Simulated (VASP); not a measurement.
## KF: single point with LDA

The system is KF.

```
CELL_PARAMETERS angstrom
0.00000 2.58172 2.38809
2.40100 0.00000 2.38809
2.40100 2.58172 0.00000
ATOMIC_POSITIONS crystal
K 0.00000 0.00000 0.00000
F 0.50000 0.50000 0.50000
```

This cell differs from its parent crystal: normal strain along x -0.0700, normal strain along z -0.0750.

```yaml
Program: VASP 6.6.1
Task: single point
Functional: LDA
Potentials_or_basis: VASP PAW LDA potentials, release 64 (K_sv, F)
Cutoff: 520 eV
k_mesh: 8 × 8 × 8
Occupations: gaussian, width 0.05 eV
Spin: no spin polarisation
```

* Pressure: 11.3 GPa
* Band gap on the k mesh: 6.98 eV (least direct gap 7.09 eV)

Stress tensor (GPa, compression positive):
```
14.66  0.00  0.00
 0.00  3.29  0.00
 0.00  0.00 15.84
```

Levels at points of the mesh, in eV from the valence-band top:
```tsv
k point	band 4	band 5	band 6	band 7	band 8	band 9	band 10	band 11	band 12	band 13
(0.00, 0.00, 0.00)	-8.53	-8.48	-0.40	-0.14	-0.11	6.98	10.51	11.09	11.13	12.68
(0.50, 0.00, 0.00)	-8.59	-8.47	-1.43	-0.92	-0.91	9.54	11.96	12.75	13.23	15.68
(0.50, 0.50, 0.00)	-9.18	-8.92	-0.37	-0.03	-0.01	7.61	11.39	13.54	14.73	15.21
(0.50, 0.00, 0.50)	-8.93	-8.91	-0.40	-0.10	-0.07	7.91	11.45	12.86	14.75	15.61
(0.00, 0.50, 0.50)	-9.19	-8.90	-0.37	-0.04	0.00	7.64	11.37	13.49	14.73	15.18
```

Run time: 85 s on 1 thread of Intel Xeon 8259CL (shared host), peak memory 0.17 GiB.

Caveat: the cell differs from its parent crystal (normal strain along x -0.0700, normal strain along z -0.0750); the stress differs along the axes, from 3 to 16 GPa. A k mesh can miss the band edges.
